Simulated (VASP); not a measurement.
# PbSe (F-43m) in VASP: further runs, part 2 of 2

VASP 6.6.1.

### 4 Single point, r2SCAN (volume changed by +3%)

File POSCAR:

```
PbSe
1.0
    0.0000000000      3.4570994524      3.4570994524
    3.4570994524      0.0000000000      3.4570994524
    3.4570994524      3.4570994524      0.0000000000
Pb Se
1 1
Direct
    0.0000000000      0.0000000000      0.0000000000
    0.2500000000      0.2500000000      0.2500000000
```

File INCAR.step1:

```
SYSTEM = PbSe
  PREC = Accurate
  ENCUT = 520
  ISMEAR = 0
  SIGMA = 0.01
  LREAL = .False.
  LASPH = .True.
  NELM = 80
  NBANDS = 17
  GGA = PE
  ALGO = Normal
  EDIFF = 1E-4
  LWAVE = .True.
  LCHARG = .False.
```

File INCAR.step2:

```
SYSTEM = PbSe
  PREC = Accurate
  ENCUT = 520
  EDIFF = 1E-7
  ISMEAR = 0
  SIGMA = 0.01
  LREAL = .False.
  LASPH = .True.
  NELM = 80
  ALGO = Normal
  ISIF = 2
  LWAVE = .False.
  LCHARG = .False.
  METAGGA = R2SCAN
  LMIXTAU = .True.
  NBANDS = 17
  ISTART = 1
```

File KPOINTS:

```
regular mesh
0
Gamma
  6 6 6
  0 0 0
```

Potentials or basis: VASP PAW PBE potentials, release 64 (Pb_d, Se).

On the command line:

```sh
cat potpaw_PBE.64/Pb_d/POTCAR potpaw_PBE.64/Se/POTCAR > POTCAR
cp INCAR.step1 INCAR
mpirun -np 1 vasp_std > vasp.out
cp INCAR.step2 INCAR
mpirun -np 1 vasp_std > vasp.out
```

OUTCAR:

```text
SYSTEM = PbSe
   PREC = Accurate
   ENCUT = 520
   EDIFF = 1E-7
   ISMEAR = 0
   LREAL = .False.
   LASPH = .True.
   NELM = 80
   ISIF = 2
   METAGGA = R2SCAN
   ISTART = 1

 ion  position               nearest neighbor table
   1  0.000  0.000  0.000-   2 2.99   2 2.99   2 2.99   2 2.99
   2  0.250  0.250  0.250-   1 2.99   1 2.99   1 2.99   1 2.99

  LATTYP: Found a face centered cubic cell.
 ALAT       =     6.9141989048

  Lattice vectors:

 A1 = (   0.0000000000,   3.4570994524,   3.4570994524)
 A2 = (   3.4570994524,   0.0000000000,   3.4570994524)
 A3 = (   3.4570994524,   3.4570994524,   0.0000000000)

Analysis of symmetry for initial positions (statically):
=====================================================================
 Subroutine PRICEL returns:
 Original cell was already a primitive cell.

 Routine SETGRP: Setting up the symmetry group for a
 face centered cubic supercell.

 Subroutine GETGRP returns: Found 24 space group operations
 (whereof 24 operations were pure point group operations)
 out of a pool of 48 trial point group operations.

The static configuration has the point symmetry T_d .

Analysis of symmetry for dynamics (positions and initial velocities):
=====================================================================
 Subroutine PRICEL returns:
 Original cell was already a primitive cell.

 Routine SETGRP: Setting up the symmetry group for a
 face centered cubic supercell.

 Subroutine GETGRP returns: Found 24 space group operations
 (whereof 24 operations were pure point group operations)
 out of a pool of 48 trial point group operations.

The dynamic configuration has the point symmetry T_d .

 Subroutine INISYM returns: Found 24 space group operations
 (whereof 24 operations are pure point group operations),
 and found     1 'primitive' translations

----------------------------------------------------------------------------------------

                                     Primitive cell

  volume of cell :      82.6353

  direct lattice vectors                    reciprocal lattice vectors
     0.000000000  3.457099452  3.457099452    -0.144629915  0.144629915  0.144629915
     3.457099452  0.000000000  3.457099452     0.144629915 -0.144629915  0.144629915
     3.457099452  3.457099452  0.000000000     0.144629915  0.144629915 -0.144629915

  length of vectors
     4.889076932  4.889076932  4.889076932     0.250506361  0.250506361  0.250506361

  position of ions in fractional coordinates (direct lattice)
     0.000000000  0.000000000  0.000000000
     0.250000000  0.250000000  0.250000000

  ion indices of the primitive-cell ions
   primitive index   ion index
                 1           1
                 2           2

----------------------------------------------------------------------------------------

 KPOINTS: regular mesh

Automatic generation of k-mesh.
 Grid dimensions read from file:
 generate k-points for:    6    6    6

 Generating k-lattice:

  Cartesian coordinates                     Fractional coordinates (reciprocal lattice)
    -0.024104986  0.024104986  0.024104986     0.166666667  0.000000000  0.000000000
     0.024104986 -0.024104986  0.024104986     0.000000000  0.166666667  0.000000000
     0.024104986  0.024104986 -0.024104986     0.000000000  0.000000000  0.166666667

  Length of vectors
     0.041751060  0.041751060  0.041751060

  Shift w.r.t. Gamma in fractional coordinates (k-lattice)
     0.000000000  0.000000000  0.000000000

 Subroutine IBZKPT returns following result:
 ===========================================

 Found     16 irreducible k-points:

 Following reciprocal coordinates:
            Coordinates               Weight
  0.000000  0.000000  0.000000      1.000000
  0.166667  0.000000  0.000000      8.000000
  0.333333  0.000000  0.000000      8.000000
  0.500000  0.000000  0.000000      4.000000
  0.166667  0.166667  0.000000      6.000000
  0.333333  0.166667  0.000000     24.000000
[... 8 lines left out ...]
 -0.333333  0.333333  0.166667     24.000000
 -0.333333  0.500000  0.166667     12.000000
   k-points           NKPTS =     16   k-points in BZ     NKDIM =     16   number of bands    NBANDS=     17
   number of dos      NEDOS =    301   number of ions     NIONS =      2
   total plane-waves  NPLWV =  46656
   dimension x,y,z NGX =    36 NGY =   36 NGZ =   36
   dimension x,y,z NGXF=    72 NGYF=   72 NGZF=   72
   ions per type =               1   1
   NGX,Y,Z   is equivalent  to a cutoff of  12.24, 12.24, 12.24 a.u.
   NGXF,Y,Z  is equivalent  to a cutoff of  24.48, 24.48, 24.48 a.u.
 SYSTEM =  PbSe
   PREC   = accura    normal or accurate (medium, high low for compatibility)
   ISTART =      1    job   : 0-new  1-cont  2-samecut
   ICHARG =      0    charge: 1-file 2-atom 10-const
   ISPIN  =      1    spin polarized calculation?
   LNONCOLLINEAR =      F non collinear calculations
   LSORBIT =      F    spin-orbit coupling
   LASPH  =      T    aspherical Exc in radial PAW
   ENCUT  =  520.0 eV  38.22 Ry    6.18 a.u.   9.09  9.09  9.09*2*pi/ulx,y,z
   NELM   =     80;   NELMIN=  2; NELMDL=  0     # of ELM steps
   EDIFF  = 0.1E-06   stopping-criterion for ELM
   LREAL  =      F    real-space projection
   EDIFFG = 0.1E-05   stopping-criterion for IOM
   NSW    =      0    number of steps for IOM
   IBRION =     -1    ionic relax: 0-MD 1-quasi-New 2-CG
   NFREE  =      0    steps in history (QN), initial steepest desc. (CG)
   ISIF   =      2    stress and relaxation
   ISYM   =      2    0-nonsym 1-usesym 2-fastsym
   POTIM  = 0.5000    time-step for ionic-motion
   TEBEG  =    0.0;   TEEND  =   0.0 temperature during run
   PSTRESS=    0.0 pullay stress
   NELECT =      20.0000    total number of electrons
   NUPDOWN=      -1.0000    fix difference up-down
   EMIN   =  10.00;   EMAX   =-10.00  energy-range for DOS
   EFERMI =   0.00;   METHOD = LEGACY
   ISMEAR =     0;   SIGMA  =   0.01  broadening in eV -4-tet -1-fermi 0-gaus
   EFERMI_NEDOS =   21; number of points for ismear=-14 and -15
   IALGO  =     38    algorithm
   IMIX   =      4    mixing-type and parameters
     AMIX     =   0.40;   BMIX     =  1.00
     AMIX_MAG =   1.60;   BMIX_MAG =  1.00
  volume/ion in A,a.u.               =      41.32       278.83
  Fermi-wavevector in a.u.,A,eV,Ry     =   1.020226  1.927947 14.161769  1.040861
  Thomas-Fermi vector in A             =   2.153783
   LORBIT       =      0    0 simple, 1 ext, 2 COOP (PROOUT), +10 PAW based schemes
   METAGGA = R2SCAN    functional components
   LHFCALC =     F    Hartree Fock is set to
   AEXX    =    0.0000 exact exchange contribution
   IVDW    =     0    specifies the selected vdW correction
   LEPSILON=     F    determine dielectric tensor
   LRPA    =     F    only Hartree local field effects (RPA)
 non-spin polarized calculation
 Gauss-broadening in eV      SIGMA  =   0.01
  energy-cutoff  :      520.00
  volume of cell :       82.64
 maximum number of plane-waves:      2252
   NGX = 19   NGY = 19   NGZ = 19

 number of electron      19.9999996 magnetization

 Free energy of the ion-electron system (eV)
  ---------------------------------------------------
  ext. energy  EPLUGINS =         0.00000000
  ---------------------------------------------------
  free energy    TOTEN  =       -71.44162690 eV

  energy without entropy =      -71.44162690  energy(sigma->0) =      -71.44162690

 E-fermi :   1.8169     XC(G=0):  -8.1206

 val. band max:        1.7656366844   @ k =  -0.3333   0.5000   0.1667
 cond. band min:       2.7557723993   @ k =   0.5000   0.5000   0.0000
 fundamental gap:      0.9901357149
 Fermi energy:         1.8168846803

 k-point     1 :       0.0000    0.0000    0.0000
  band No.  band energies     occupation
      1     -15.4927      2.00000
      2     -15.4927      2.00000
      3     -15.4927      2.00000
      4     -15.4620      2.00000
      5     -15.4620      2.00000
      6     -11.2396      2.00000
[... 9 lines left out ...]
     16      10.6064      0.00000
     17      11.2856      0.00000
[... 281 lines left out ...]
 k-point    16 :      -0.3333    0.5000    0.1667
  band No.  band energies     occupation
      1     -15.5294      2.00000
      2     -15.4801      2.00000
      3     -15.4753      2.00000
      4     -15.4652      2.00000
      5     -15.4581      2.00000
      6     -10.4310      2.00000
[... 9 lines left out ...]
     16      11.6934      0.00000
     17      11.7009      0.00000

------------------------ aborting loop because EDIFF is reached ----------------------------------------

  FORCE on cell =-STRESS in cart. coord.  units (eV):
  Direction    XX          YY          ZZ          XY          YZ          ZX
  --------------------------------------------------------------------------------------
  -------------------------------------------------------------------------------------
  Total       -0.4883379     -0.4883379     -0.4883379      0.0000000      0.0000000      0.0000000
  in kB       -9.4681565     -9.4681565     -9.4681565      0.0000000      0.0000000      0.0000000
  external PRESSURE =      -9.4681565 kB  Pullay stress =       0.0000000 kB

 VOLUME and BASIS-vectors are now :
 -----------------------------------------------------------------------------
  energy-cutoff  :      520.00
  volume of cell :       82.64
      direct lattice vectors                 reciprocal lattice vectors
     0.000000000  3.457099452  3.457099452    -0.144629915  0.144629915  0.144629915
     3.457099452  0.000000000  3.457099452     0.144629915 -0.144629915  0.144629915
     3.457099452  3.457099452  0.000000000     0.144629915  0.144629915 -0.144629915

 POSITION                                       TOTAL-FORCE (eV/Angst)
 -----------------------------------------------------------------------------------
      0.00000      0.00000      0.00000         0.000000      0.000000      0.000000
      1.72855      1.72855      1.72855        -0.000000     -0.000000     -0.000000
 -----------------------------------------------------------------------------------
    total drift:                                0.000000      0.000000      0.000000

  FREE ENERGIE OF THE ION-ELECTRON SYSTEM (eV)
  ---------------------------------------------------
  free  energy   TOTEN  =       -71.4416268992 eV

  energy  without entropy=      -71.4416268992  energy(sigma->0) =      -71.44162690
```

It took 2.3 min on 1 thread of AMD EPYC 7R43 (Zen 3), shared host; peak memory 0.19 GiB.

What came out:

```yaml
Free_energy: -71.4416 eV
Pressure: -0.9 GPa
Band_gap_on_the_k_mesh: 0.99 eV, indirect (least direct gap 1.38 eV)
```

Caveat: the PAW data sets were made with another functional, which shifts forces and pressure a little; spin-orbit coupling is left out, which moves the levels of the heavy elements. A k mesh can miss the band edges.

### 5 Single point, r2SCAN (volume changed by +6%)

File POSCAR:

```
PbSe
1.0
    0.0000000000      3.4903428326      3.4903428326
    3.4903428326      0.0000000000      3.4903428326
    3.4903428326      3.4903428326      0.0000000000
Pb Se
1 1
Direct
    0.0000000000      0.0000000000      0.0000000000
    0.2500000000      0.2500000000      0.2500000000
```

File INCAR.step1:

```
PREC = Accurate
ENCUT = 520
ISMEAR = 0
SIGMA = 0.01
LREAL = False
LASPH = True
NELM = 60
NBANDS = 17
GGA = PE
ALGO = Normal
EDIFF = 1E-4
LWAVE = True
LCHARG = False
```

File INCAR.step2:

```
PREC = Accurate
ENCUT = 520
EDIFF = 1E-6
ISMEAR = 0
SIGMA = 0.01
LREAL = False
LASPH = True
NELM = 60
ALGO = Normal
ISIF = 2
LWAVE = False
LCHARG = True
METAGGA = R2SCAN
LMIXTAU = True
LELF = True
LVHAR = True
NBANDS = 17
ISTART = 1
```

File KPOINTS:

```
regular mesh
0
Gamma
  6 6 6
```

On the command line:

```sh
cat potpaw_PBE.64/Pb_d/POTCAR potpaw_PBE.64/Se/POTCAR > POTCAR
cp INCAR.step1 INCAR
mpirun -np 1 vasp_std > vasp.out
cp INCAR.step2 INCAR
mpirun -np 1 vasp_std > vasp.out
```

Wall time 2.7 min (1 thread of AMD EPYC 7R43 (Zen 3), shared host); peak memory 0.22 GiB.

The run converged. Its results:

| Item | Value |
| --- | --- |
| Free energy | -71.4218 eV |
| Pressure | -1.7 GPa |
| Band gap on the k mesh | 1.05 eV, indirect (least direct gap 1.41 eV) |

Levels at points of the mesh, in eV from the valence-band top:
```csv
k point,band 8,band 9,band 10,band 11,band 12,band 13
"(0.00, 0.00, 0.00)",-1.43,-1.43,-1.43,2.51,2.51,2.51
"(0.50, 0.00, 0.00)",-1.92,-1.92,-1.77,3.25,3.25,3.87
"(0.50, 0.50, 0.00)",-2.58,-2.58,-0.36,1.05,5.11,5.11
```

Caveat: the PAW data sets were made with another functional, which shifts forces and pressure a little; spin-orbit coupling is left out, which moves the levels of the heavy elements. A k mesh can miss the band edges.

### 6 Overview

| cell | gap on the mesh (eV) | pressure (GPa) |
| --- | --- | --- |
| a = 4.792 Å, angles 60.0°, 2 atoms | 0.86 | 1.1 |
| a = 4.841 Å, angles 60.0°, 2 atoms | 0.93 | 0.0 |
| a = 4.889 Å, angles 60.0°, 2 atoms | 0.99 | -0.9 |
| a = 4.936 Å, angles 60.0°, 2 atoms | 1.05 | -1.7 |

Alike in all rows: task single point; level r2SCAN; potentials or basis VASP PAW PBE potentials, release 64 (Pb_d, Se); no spin polarisation; k mesh 6 × 6 × 6; cutoff (eV) 520; smearing gaussian 0.01 eV.

Caveats: the PAW data sets were made with another functional, which shifts forces and pressure a little; spin-orbit coupling is left out, which moves the levels of the heavy elements.

Total energies depend on the potentials used, so only differences within one code and one set of settings carry meaning.
